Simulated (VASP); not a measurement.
# BP (I-4m2) in VASP: a series of runs, part 2 of 2

VASP 6.6.1. Earlier steps stand in the parts before.

## (3) Single point, r2SCAN (strain -0.0450 x Voigt [0, 1, 0, 0, 0, 0])

POSCAR reads:

```
BP
1.0
    0.0000000000      2.1668950000      2.2690000000
    2.2690000000      0.0000000000      2.2690000000
    2.2690000000      2.1668950000      0.0000000000
B P
1 1
Direct
    0.0000000000      0.0000000000      0.0000000000
    0.7500000000      0.7500000000      0.7500000000
```

INCAR.step1 reads:

```
SYSTEM = BP
PREC = Accurate
ENCUT = 520
ISMEAR = 0
SIGMA = 0.05
LREAL = .False.
LASPH = .True.
NELM = 60
NBANDS = 11
GGA = PE
ALGO = Normal
EDIFF = 1E-4
LWAVE = .True.
LCHARG = .False.
```

INCAR.step2 reads:

```
SYSTEM = BP
PREC = Accurate
ENCUT = 520
EDIFF = 1E-6
ISMEAR = 0
SIGMA = 0.05
LREAL = .False.
LASPH = .True.
NELM = 60
ALGO = Normal
ISIF = 2
LWAVE = .False.
LCHARG = .True.
METAGGA = R2SCAN
LMIXTAU = .True.
LELF = .True.
LVHAR = .True.
NBANDS = 11
ISTART = 1
```

KPOINTS reads:

```
regular mesh
0
Gamma
  10 10 10
  0 0 0
```

Potentials or basis: VASP PAW PBE potentials, release 64 (B, P).

On the command line:

```console
> cat potpaw_PBE.64/B/POTCAR potpaw_PBE.64/P/POTCAR > POTCAR
> cp INCAR.step1 INCAR
> mpirun -np 1 vasp_std > vasp.out
> cp INCAR.step2 INCAR
> mpirun -np 1 vasp_std > vasp.out
```

OUTCAR:

```text
SYSTEM = BP
   PREC = Accurate
   ENCUT = 520
   EDIFF = 1E-6
   ISMEAR = 0
   LREAL = .False.
   LASPH = .True.
   NELM = 60
   ISIF = 2
   METAGGA = R2SCAN
   ISTART = 1

 ion  position               nearest neighbor table
   1  0.000  0.000  0.000-   2 1.94   2 1.94   2 1.94   2 1.94
   2  0.750  0.750  0.750-   1 1.94   1 1.94   1 1.94   1 1.94

  LATTYP: Found a body centered tetragonal cell.
 ALAT       =     3.2088505730
 C/A-ratio  =     1.3505739521

  Lattice vectors:

 A1 = (   0.0000000000,  -2.1668950000,   2.2690000000)
 A2 = (   0.0000000000,  -2.1668950000,  -2.2690000000)
 A3 = (   2.2690000000,   2.1668950000,   0.0000000000)

Analysis of symmetry for initial positions (statically):
=====================================================================
 Subroutine PRICEL returns:
 Original cell was already a primitive cell.

 Routine SETGRP: Setting up the symmetry group for a
 body centered tetragonal supercell.

 Subroutine GETGRP returns: Found  8 space group operations
 (whereof  8 operations were pure point group operations)
 out of a pool of 16 trial point group operations.

The static configuration has the point symmetry D_2d.

Analysis of symmetry for dynamics (positions and initial velocities):
=====================================================================
 Subroutine PRICEL returns:
 Original cell was already a primitive cell.

 Routine SETGRP: Setting up the symmetry group for a
 body centered tetragonal supercell.

 Subroutine GETGRP returns: Found  8 space group operations
 (whereof  8 operations were pure point group operations)
 out of a pool of 16 trial point group operations.

The dynamic configuration has the point symmetry D_2d.

 Subroutine INISYM returns: Found  8 space group operations
 (whereof  8 operations are pure point group operations),
 and found     1 'primitive' translations

----------------------------------------------------------------------------------------

                                     Primitive cell

  volume of cell :      22.3119

  direct lattice vectors                    reciprocal lattice vectors
     0.000000000  2.166895000  2.269000000    -0.220361393  0.230744914  0.220361393
     2.269000000  0.000000000  2.269000000     0.220361393 -0.230744914  0.220361393
     2.269000000  2.166895000  0.000000000     0.220361393  0.230744914 -0.220361393

  length of vectors
     3.137482261  3.208850573  3.137482261     0.387764751  0.387764751  0.387764751

  position of ions in fractional coordinates (direct lattice)
     0.000000000  0.000000000  0.000000000
     0.750000000  0.750000000  0.750000000

  ion indices of the primitive-cell ions
   primitive index   ion index
                 1           1
                 2           2

----------------------------------------------------------------------------------------

 KPOINTS: regular mesh

Automatic generation of k-mesh.
 Grid dimensions read from file:
 generate k-points for:   10   10   10

 Generating k-lattice:

  Cartesian coordinates                     Fractional coordinates (reciprocal lattice)
    -0.022036139  0.023074491  0.022036139     0.100000000  0.000000000  0.000000000
     0.022036139 -0.023074491  0.022036139    -0.000000000  0.100000000 -0.000000000
     0.022036139  0.023074491 -0.022036139     0.000000000  0.000000000  0.100000000

  Length of vectors
     0.038776475  0.038776475  0.038776475

  Shift w.r.t. Gamma in fractional coordinates (k-lattice)
     0.000000000  0.000000000  0.000000000
[... 35 lines left out ...]
   total plane-waves  NPLWV =  13824
   dimension x,y,z NGX =    24 NGY =   24 NGZ =   24
   dimension x,y,z NGXF=    48 NGYF=   48 NGZF=   48
   ions per type =               1   1
   NGX,Y,Z   is equivalent  to a cutoff of  12.72, 12.43, 12.72 a.u.
   NGXF,Y,Z  is equivalent  to a cutoff of  25.43, 24.87, 25.43 a.u.
 SYSTEM =  BP
   PREC   = accura    normal or accurate (medium, high low for compatibility)
   ISTART =      1    job   : 0-new  1-cont  2-samecut
   ICHARG =      0    charge: 1-file 2-atom 10-const
   ISPIN  =      1    spin polarized calculation?
   LNONCOLLINEAR =      F non collinear calculations
   LSORBIT =      F    spin-orbit coupling
   LASPH  =      T    aspherical Exc in radial PAW
   ENCUT  =  520.0 eV  38.22 Ry    6.18 a.u.   5.83  5.97  5.83*2*pi/ulx,y,z
   NELM   =     60;   NELMIN=  2; NELMDL=  0     # of ELM steps
   EDIFF  = 0.1E-05   stopping-criterion for ELM
   LREAL  =      F    real-space projection
   EDIFFG = 0.1E-04   stopping-criterion for IOM
   NSW    =      0    number of steps for IOM
   IBRION =     -1    ionic relax: 0-MD 1-quasi-New 2-CG
   NFREE  =      0    steps in history (QN), initial steepest desc. (CG)
   ISIF   =      2    stress and relaxation
   ISYM   =      2    0-nonsym 1-usesym 2-fastsym
   POTIM  = 0.5000    time-step for ionic-motion
   TEBEG  =    0.0;   TEEND  =   0.0 temperature during run
   PSTRESS=    0.0 pullay stress
   NELECT =       8.0000    total number of electrons
   NUPDOWN=      -1.0000    fix difference up-down
   EMIN   =  10.00;   EMAX   =-10.00  energy-range for DOS
   EFERMI =   0.00;   METHOD = LEGACY
   ISMEAR =     0;   SIGMA  =   0.05  broadening in eV -4-tet -1-fermi 0-gaus
   EFERMI_NEDOS =   21; number of points for ismear=-14 and -15
   IALGO  =     38    algorithm
   IMIX   =      4    mixing-type and parameters
     AMIX     =   0.40;   BMIX     =  1.00
     AMIX_MAG =   1.60;   BMIX_MAG =  1.00
  volume/ion in A,a.u.               =      11.16        75.28
  Fermi-wavevector in a.u.,A,eV,Ry     =   1.163034  2.197816 18.403906  1.352649
  Thomas-Fermi vector in A             =   2.299589
   LORBIT       =      0    0 simple, 1 ext, 2 COOP (PROOUT), +10 PAW based schemes
   METAGGA = R2SCAN    functional components
   LHFCALC =     F    Hartree Fock is set to
   AEXX    =    0.0000 exact exchange contribution
   IVDW    =     0    specifies the selected vdW correction
   LEPSILON=     F    determine dielectric tensor
   LRPA    =     F    only Hartree local field effects (RPA)
 non-spin polarized calculation
 Gauss-broadening in eV      SIGMA  =   0.05
  energy-cutoff  :      520.00
  volume of cell :       22.31
 maximum number of plane-waves:       620
   NGX = 11   NGY = 11   NGZ = 11

 number of electron       8.0000000 magnetization

 Free energy of the ion-electron system (eV)
  ---------------------------------------------------
  ext. energy  EPLUGINS =         0.00000000
  ---------------------------------------------------
  free energy    TOTEN  =       -17.26000181 eV

  energy without entropy =      -17.26000181  energy(sigma->0) =      -17.26000181

 E-fermi :   8.5799     XC(G=0): -11.7126

 val. band max:        8.2618023242   @ k =   0.0000   0.0000   0.0000
 cond. band min:       8.9105581027   @ k =   0.4000   0.0000   0.4000
 fundamental gap:      0.6487557785
 Fermi energy:         8.5799441837

 k-point     1 :       0.0000    0.0000    0.0000
  band No.  band energies     occupation
      1      -8.7419      2.00000
      2       7.7962      2.00000
      3       7.7962      2.00000
      4       8.2618      2.00000
      5      11.4864      0.00000
      6      11.7729      0.00000
      7      11.7729      0.00000
      8      16.6786      0.00000
      9      20.0799      0.00000
     10      20.7171      0.00000
     11      21.3082      0.00000
[... 309 lines left out ...]
 k-point    24 :       0.4000    0.3000    0.0000
  band No.  band energies     occupation
      1      -5.6046      2.00000
      2       1.1887      2.00000
      3       3.5870      2.00000
      4       4.2632      2.00000
      5      10.1750      0.00000
      6      12.0561      0.00000
      7      17.7905      0.00000
      8      19.0531      0.00000
      9      23.0975      0.00000
     10      24.5204      0.00000
     11      26.5383      0.00000

 [... further k-points ...]

------------------------ aborting loop because EDIFF is reached ----------------------------------------

  FORCE on cell =-STRESS in cart. coord.  units (eV):
  Direction    XX          YY          ZZ          XY          YZ          ZX
  --------------------------------------------------------------------------------------
  -------------------------------------------------------------------------------------
  Total        0.4714405      2.2761943      0.4714405      0.0000000     -0.0000000      0.0000000
  in kB       33.8532692    163.4492947     33.8532692      0.0000000     -0.0000000      0.0000000
  external PRESSURE =      77.0519444 kB  Pullay stress =       0.0000000 kB

 VOLUME and BASIS-vectors are now :
 -----------------------------------------------------------------------------
  energy-cutoff  :      520.00
  volume of cell :       22.31
      direct lattice vectors                 reciprocal lattice vectors
     0.000000000  2.166895000  2.269000000    -0.220361393  0.230744914  0.220361393
     2.269000000  0.000000000  2.269000000     0.220361393 -0.230744914  0.220361393
     2.269000000  2.166895000  0.000000000     0.220361393  0.230744914 -0.220361393

 POSITION                                       TOTAL-FORCE (eV/Angst)
 -----------------------------------------------------------------------------------
      0.00000      0.00000      0.00000         0.000000      0.000000      0.000000
      3.40350      3.25034      3.40350        -0.000000     -0.000000     -0.000000
 -----------------------------------------------------------------------------------
    total drift:                               -0.000000      0.000000     -0.000000

  FREE ENERGIE OF THE ION-ELECTRON SYSTEM (eV)
  ---------------------------------------------------
  free  energy   TOTEN  =       -17.2600018063 eV

  energy  without entropy=      -17.2600018063  energy(sigma->0) =      -17.26000181
```

Wall time 33 s (1 thread of Intel Xeon Platinum 8488C (Sapphire Rapids), shared host); peak memory 0.14 GiB.

Results:

- Free energy: -17.2600 eV
- Pressure: 7.7 GPa
- Band gap on the k mesh: 0.65 eV (least direct gap 3.22 eV)

Levels at points of the mesh, in eV from the valence-band top:
```tsv
k point	band 2	band 3	band 4	band 5	band 6	band 7
(0.00, 0.00, 0.00)	-0.47	-0.47	0.00	3.22	3.51	3.51
(0.50, 0.00, 0.00)	-10.16	-2.55	-1.92	3.83	4.50	5.30
(0.50, 0.50, 0.00)	-9.84	-4.69	-4.60	1.33	1.80	12.60
(0.50, 0.00, 0.50)	-9.38	-5.17	-5.17	0.77	1.09	13.16
```

Caveat: the cell differs from its parent crystal (strain -0.0450 x Voigt [0, 1, 0, 0, 0, 0]); the cell stands under pressure; the PAW data sets were made with another functional, which shifts forces and pressure a little.
